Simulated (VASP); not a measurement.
# TiO2 (I4_1/amd) in VASP: further runs

The runs below take TiO2 through electric field gradients, with PBE.

Program: VASP 6.6.1. These are calculated values, not measurements. Logs are shortened: lines on timing, memory, paths and dates and some standing lists are left out, and cuts for length are marked.

### Step 1. The cell of the first run

Symmetry: I4_1/amd, No. 141, tetragonal system. Conventional cell: a = 3.798 Å, b = 3.798 Å, c = 9.546 Å, α = 90.00°, β = 90.00°, γ = 90.00°. Within 2.6 Å of Ti (site symmetry -4m2) lie 6 O at 1.94 to 1.97 Å. O (site symmetry 2mm) has 3 Ti at 1.94 to 1.97 Å and 2 O at 2.46 Å within 2.6 Å.

### Step 2. Electric field gradients, PBE (volume scaled by 1.01)

Input file INCAR:

```
SYSTEM = TiO2
PREC = Accurate ; ENCUT = 520
EDIFF = 1E-8 ; ISMEAR = -1
SIGMA = 0.08 ; LREAL = .FALSE.
LASPH = .TRUE. ; NELM = 100
ALGO = Normal ; ISIF = 2
LWAVE = .FALSE. ; LCHARG = .FALSE.
GGA = PE ; LEFG = .TRUE.
NBANDS = 33
```

Input file KPOINTS:

```
regular mesh
0
G
  13 13 13
  0 0 0
```

Input file POSCAR:

```
TiO2
1.0
   -1.8987874216      1.8987874216      4.7728041028
    1.8987874216     -1.8987874216      4.7728041028
    1.8987874216      1.8987874216     -4.7728041028
Ti O
2 4
Direct
    0.0000000000      0.0000000000      0.0000000000
    0.7500000000      0.2500000000      0.5000000000
    0.2066000000      0.2066000000      0.0000000000
    0.9566000000      0.4566000000      0.5000000000
    0.5434000000      0.0434000000      0.5000000000
    0.7934000000      0.7934000000      0.0000000000
```

Potentials or basis: VASP PAW PBE potentials, release 64 (Ti_sv, O).

Run with:

```
> cat potpaw_PBE.64/Ti_sv/POTCAR potpaw_PBE.64/O/POTCAR > POTCAR
> mpirun -np 1 vasp_std > vasp.out
```

OUTCAR:

```text
SYSTEM = TiO2
   PREC = Accurate
   ENCUT = 520
   EDIFF = 1E-8
   ISMEAR = -1
   LREAL = .FALSE.
   LASPH = .TRUE.
   NELM = 100
   ISIF = 2
   GGA = PE

 ion  position               nearest neighbor table
   1  0.000  0.000  0.000-   5 1.94   4 1.94   5 1.94   4 1.94   3 1.97   6 1.97
   2  0.750  0.250  0.500-   6 1.94   3 1.94   6 1.94   3 1.94   4 1.97   5 1.97
   3  0.207  0.207  0.000-   2 1.94   2 1.94   1 1.97
   4  0.957  0.457  0.500-   1 1.94   1 1.94   2 1.97
   5  0.543  0.043  0.500-   1 1.94   1 1.94   2 1.97
   6  0.793  0.793  0.000-   2 1.94   2 1.94   1 1.97

  LATTYP: Found a body centered tetragonal cell.
 ALAT       =     3.7975748432
 C/A-ratio  =     2.5136063408

  Lattice vectors:

 A1 = (  -1.8987874216,   1.8987874216,   4.7728041028)
 A2 = (   1.8987874216,  -1.8987874216,   4.7728041028)
 A3 = (   1.8987874216,   1.8987874216,  -4.7728041028)

Analysis of symmetry for initial positions (statically):
=====================================================================
 Subroutine PRICEL returns:
 Original cell was already a primitive cell.

 Routine SETGRP: Setting up the symmetry group for a
 body centered tetragonal supercell.

 Subroutine GETGRP returns: Found 16 space group operations
 (whereof  8 operations were pure point group operations)
 out of a pool of 16 trial point group operations.

The static configuration has the point symmetry D_2d.
 The point group associated with its full space group is D_4h.

Analysis of symmetry for dynamics (positions and initial velocities):
=====================================================================
 Subroutine PRICEL returns:
 Original cell was already a primitive cell.

 Routine SETGRP: Setting up the symmetry group for a
 body centered tetragonal supercell.

 Subroutine GETGRP returns: Found 16 space group operations
 (whereof  8 operations were pure point group operations)
 out of a pool of 16 trial point group operations.

The dynamic configuration has the point symmetry D_2d.
 The point group associated with its full space group is D_4h.

 Subroutine INISYM returns: Found 16 space group operations
 (whereof  8 operations are pure point group operations),
 and found     1 'primitive' translations

----------------------------------------------------------------------------------------

                                     Primitive cell

  volume of cell :      68.8314

  direct lattice vectors                    reciprocal lattice vectors
    -1.898787422  1.898787422  4.772804103     0.000000000  0.263325949  0.104760218
     1.898787422 -1.898787422  4.772804103     0.263325949  0.000000000  0.104760218
     1.898787422  1.898787422 -4.772804103     0.263325949  0.263325949  0.000000000

  length of vectors
     5.476353381  5.476353381  5.476353381     0.283399469  0.283399469  0.372399129

  position of ions in fractional coordinates (direct lattice)
     0.000000000  0.000000000  0.000000000
     0.750000000  0.250000000  0.500000000
     0.206600000  0.206600000  0.000000000
     0.956600000  0.456600000  0.500000000
     0.543400000  0.043400000  0.500000000
     0.793400000  0.793400000  0.000000000

  ion indices of the primitive-cell ions
   primitive index   ion index
                 1           1
                 2           2
                 3           3
                 4           4
                 5           5
                 6           6

----------------------------------------------------------------------------------------

 KPOINTS: regular mesh

Automatic generation of k-mesh.
 Grid dimensions read from file:
 generate k-points for:   13   13   13

 Generating k-lattice:

  Cartesian coordinates                     Fractional coordinates (reciprocal lattice)
     0.000000000  0.020255842  0.008058478     0.076923077 -0.000000000  0.000000000
     0.020255842  0.000000000  0.008058478    -0.000000000  0.076923077  0.000000000
     0.020255842  0.020255842  0.000000000     0.000000000  0.000000000  0.076923077

  Length of vectors
     0.021799959  0.021799959  0.028646087

  Shift w.r.t. Gamma in fractional coordinates (k-lattice)
     0.000000000  0.000000000  0.000000000

 Subroutine IBZKPT returns following result:
 ===========================================

 Found    196 irreducible k-points:

 Following reciprocal coordinates:
            Coordinates               Weight
  0.000000  0.000000  0.000000      1.000000
  0.076923 -0.000000  0.000000      8.000000
  0.153846 -0.000000  0.000000      8.000000
  0.230769 -0.000000  0.000000      8.000000
  0.307692 -0.000000  0.000000      8.000000
  0.384615 -0.000000  0.000000      8.000000
[... 16 lines left out ...]
  0.384615  0.153846  0.000000     16.000000
  0.461538  0.153846  0.000000     16.000000
 [... further k-points ...]
   k-points           NKPTS =    196   k-points in BZ     NKDIM =    196   number of bands    NBANDS=     33
   number of dos      NEDOS =    301   number of ions     NIONS =      6
   total plane-waves  NPLWV =  74088
   dimension x,y,z NGX =    42 NGY =   42 NGZ =   42
   dimension x,y,z NGXF=    84 NGYF=   84 NGZF=   84
   ions per type =               2   4
   NGX,Y,Z   is equivalent  to a cutoff of  12.75, 12.75, 12.75 a.u.
   NGXF,Y,Z  is equivalent  to a cutoff of  25.50, 25.50, 25.50 a.u.
 SYSTEM =  TiO2
   PREC   = accura    normal or accurate (medium, high low for compatibility)
   ISTART =      0    job   : 0-new  1-cont  2-samecut
   ICHARG =      2    charge: 1-file 2-atom 10-const
   ISPIN  =      1    spin polarized calculation?
   LNONCOLLINEAR =      F non collinear calculations
   LSORBIT =      F    spin-orbit coupling
   LASPH  =      T    aspherical Exc in radial PAW
   ENCUT  =  520.0 eV  38.22 Ry    6.18 a.u.  10.18 10.18 10.18*2*pi/ulx,y,z
   NELM   =    100;   NELMIN=  2; NELMDL= -5     # of ELM steps
   EDIFF  = 0.1E-07   stopping-criterion for ELM
   LREAL  =      F    real-space projection
   EDIFFG = 0.1E-06   stopping-criterion for IOM
   NSW    =      0    number of steps for IOM
   IBRION =     -1    ionic relax: 0-MD 1-quasi-New 2-CG
   NFREE  =      0    steps in history (QN), initial steepest desc. (CG)
   ISIF   =      2    stress and relaxation
   ISYM   =      2    0-nonsym 1-usesym 2-fastsym
   POTIM  = 0.5000    time-step for ionic-motion
   TEBEG  =    0.0;   TEEND  =   0.0 temperature during run
   PSTRESS=    0.0 pullay stress
   NELECT =      48.0000    total number of electrons
   NUPDOWN=      -1.0000    fix difference up-down
   EMIN   =  10.00;   EMAX   =-10.00  energy-range for DOS
   EFERMI =   0.00;   METHOD = LEGACY
   ISMEAR =    -1;   SIGMA  =   0.08  broadening in eV -4-tet -1-fermi 0-gaus
   EFERMI_NEDOS =   21; number of points for ismear=-14 and -15
   IALGO  =     38    algorithm
   IMIX   =      4    mixing-type and parameters
     AMIX     =   0.40;   BMIX     =  1.00
     AMIX_MAG =   1.60;   BMIX_MAG =  1.00
  volume/ion in A,a.u.               =      11.47        77.42
  Fermi-wavevector in a.u.,A,eV,Ry     =   1.451754  2.743418 28.675514  2.107591
  Thomas-Fermi vector in A             =   2.569215
   LORBIT       =      0    0 simple, 1 ext, 2 COOP (PROOUT), +10 PAW based schemes
   GGA     = PE    functional components
   LHFCALC =     F    Hartree Fock is set to
   AEXX    =    0.0000 exact exchange contribution
   IVDW    =     0    specifies the selected vdW correction
   LEPSILON=     F    determine dielectric tensor
   LRPA    =     F    only Hartree local field effects (RPA)
 non-spin polarized calculation
  energy-cutoff  :      520.00
  volume of cell :       68.83
 maximum number of plane-waves:      1873
 NGX is ok and might be reduce to    42
   NGX = 21   NGY = 21   NGZ = 21

 number of electron      47.9999999 magnetization

 Free energy of the ion-electron system (eV)
  ---------------------------------------------------
  ext. energy  EPLUGINS =         0.00000000
  ---------------------------------------------------
  free energy    TOTEN  =       -53.83724608 eV

  energy without entropy =      -53.83724594  energy(sigma->0) =      -53.83724601

 E-fermi :   4.4396     XC(G=0): -10.6761

 val. band max:        3.2693554241   @ k =  -0.4615   0.4615   0.0000
 cond. band min:       5.4015063323   @ k =   0.0000   0.0000   0.0000
 fundamental gap:      2.1321509082
 Fermi energy:         4.4395966333

 k-point     1 :       0.0000    0.0000    0.0000
  band No.  band energies     occupation
      1     -53.1099      2.00000
      2     -53.0515      2.00000
      3     -29.5717      2.00000
      4     -29.3304      2.00000
      5     -29.3304      2.00000
      6     -29.2604      2.00000
[... 25 lines left out ...]
     32       8.5444      0.00000
     33       8.5932      0.00000

 k-point     2 :       0.0769   -0.0000    0.0000
  band No.  band energies     occupation
      1     -53.1092      2.00000
      2     -53.0520      2.00000
      3     -29.5699      2.00000
      4     -29.3381      2.00000
      5     -29.3310      2.00000
      6     -29.2634      2.00000
[... 25 lines left out ...]
     32       8.5963      0.00000
     33       8.7514      0.00000
[... 754 lines left out ...]
     32       9.7387      0.00000
     33       9.8932      0.00000

 k-point    24 :       0.4615    0.1538    0.0000
  band No.  band energies     occupation
      1     -53.0906      2.00000
      2     -53.0658      2.00000
      3     -29.5370      2.00000
      4     -29.4635      2.00000
      5     -29.3560      2.00000
      6     -29.3125      2.00000
[... 25 lines left out ...]
     32       9.8347      0.00000
     33       9.9194      0.00000

 [... further k-points ...]
[... 5 lines left out ...]
  --------------------------------------------------------------------------------------
  -------------------------------------------------------------------------------------
  Total        1.3283390      1.3283390      3.0029179      0.0000000      0.0000000      0.0000000
  in kB       30.9195525     30.9195525     69.8984823      0.0000000      0.0000000      0.0000000
  external PRESSURE =      43.9125291 kB  Pullay stress =       0.0000000 kB

 VOLUME and BASIS-vectors are now :
 -----------------------------------------------------------------------------
  energy-cutoff  :      520.00
  volume of cell :       68.83
      direct lattice vectors                 reciprocal lattice vectors
    -1.898787422  1.898787422  4.772804103     0.000000000  0.263325949  0.104760218
     1.898787422 -1.898787422  4.772804103     0.263325949  0.000000000  0.104760218
     1.898787422  1.898787422 -4.772804103     0.263325949  0.263325949  0.000000000

 POSITION                                       TOTAL-FORCE (eV/Angst)
 -----------------------------------------------------------------------------------
      0.00000      0.00000      0.00000        -0.000000     -0.000000     -0.000000
     -0.00000      1.89879      2.38640        -0.000000     -0.000000     -0.000000
      0.00000      0.00000      1.97212         0.000000     -0.000000      0.294046
      0.00000      1.89879      4.35852        -0.000000      0.000000      0.294046
      0.00000      1.89879      0.41428        -0.000000      0.000000     -0.294046
      0.00000      0.00000      7.57349         0.000000     -0.000000     -0.294046
 -----------------------------------------------------------------------------------
    total drift:                               -0.000000     -0.000000     -0.000000

  FREE ENERGIE OF THE ION-ELECTRON SYSTEM (eV)
  ---------------------------------------------------
  free  energy   TOTEN  =       -53.8372460846 eV

  energy  without entropy=      -53.8372459376  energy(sigma->0) =      -53.83724601

 Electric field gradients (V/A^2)
---------------------------------------------------------------------
 ion       V_xx      V_yy      V_zz      V_xy      V_xz      V_yz
---------------------------------------------------------------------
   1       0.918     0.918    -1.836    -0.001     0.000     0.000
   2       0.918     0.918    -1.836    -0.001     0.000     0.000
   3      -9.201    17.720    -8.519    -0.000    -0.001    -0.001
   4      17.720    -9.201    -8.519    -0.000    -0.001    -0.001
   5      -9.201    17.720    -8.519    -0.000    -0.001    -0.001
   6      17.720    -9.201    -8.519    -0.000    -0.001    -0.001
---------------------------------------------------------------------

 Electric field gradients after diagonalization (V/A^2)
 (convention: |V_zz| > |V_xx| > |V_yy|)
----------------------------------------------------------------------
 ion       V_xx      V_yy      V_zz     asymmetry (V_yy - V_xx)/ V_zz
----------------------------------------------------------------------
   1       0.919     0.918    -1.836       0.001
   2       0.919     0.918    -1.836       0.001
   3      -9.201    -8.519    17.720       0.038
   4      -9.201    -8.519    17.720       0.038
   5      -9.201    -8.519    17.720       0.038
   6      -9.201    -8.519    17.720       0.038
----------------------------------------------------------------------

           NMR quadrupolar parameters

 Cq : quadrupolar parameter    Cq=e*Q*V_zz/h
 eta: asymmetry parameters     (V_yy - V_xx)/ V_zz
 Q  : nuclear electric quadrupole moment in mb (millibarn)
----------------------------------------------------------------------
 ion       Cq(MHz)       eta       Q (mb)
----------------------------------------------------------------------
   1      -0.004       0.001       1.000
   2      -0.004       0.001       1.000
   3       0.043       0.038       1.000
   4       0.043       0.038       1.000
   5       0.043       0.038       1.000
   6       0.043       0.038       1.000
----------------------------------------------------------------------
```

Run time: 9.1 min. Hardware: 1 thread of Intel Xeon 6975P-C (Granite Rapids), shared host; peak memory 0.49 GiB.

What came out:

| Item | Value |
| --- | --- |
| Free energy | -53.8372 eV |
| Pressure | 4.4 GPa |
| Largest force | 0.294 eV/Å |
| Band gap on the k mesh | 2.13 eV, indirect (least direct gap 2.43 eV) |

Forces in eV/Å, atoms in the order of the input:
```
Ti   0.000  0.000  0.000
Ti   0.000  0.000  0.000
O    0.000  0.000  0.294
O    0.000  0.000  0.294
O    0.000  0.000 -0.294
O    0.000  0.000 -0.294
```

Stress tensor (GPa, compression positive):
```
3.09 0.00 0.00
0.00 3.09 0.00
0.00 0.00 6.99
```

Levels at points of the mesh, in eV from the valence-band top:
```
           k point  band 21  band 22  band 23  band 24  band 25  band 26  band 27  band 28
(0.00, 0.00, 0.00)    -0.71    -0.71    -0.42    -0.42     2.13     2.86     4.05     4.05
```

Electric field gradients, principal values (V/Å²):
```tsv
atom	least	middle	greatest (by size)
1 Ti	0.918	0.919	-1.836
2 Ti	0.918	0.919	-1.836
3 O	-8.519	-9.201	17.720
4 O	-8.519	-9.201	17.720
5 O	-8.519	-9.201	17.720
6 O	-8.519	-9.201	17.720
```

Caveat: without QUAD_EFG the Cq values of the log hold for a quadrupole moment of 1 mb, not for the nuclei. A k mesh can miss the band edges.

[end of part 1 of 3]
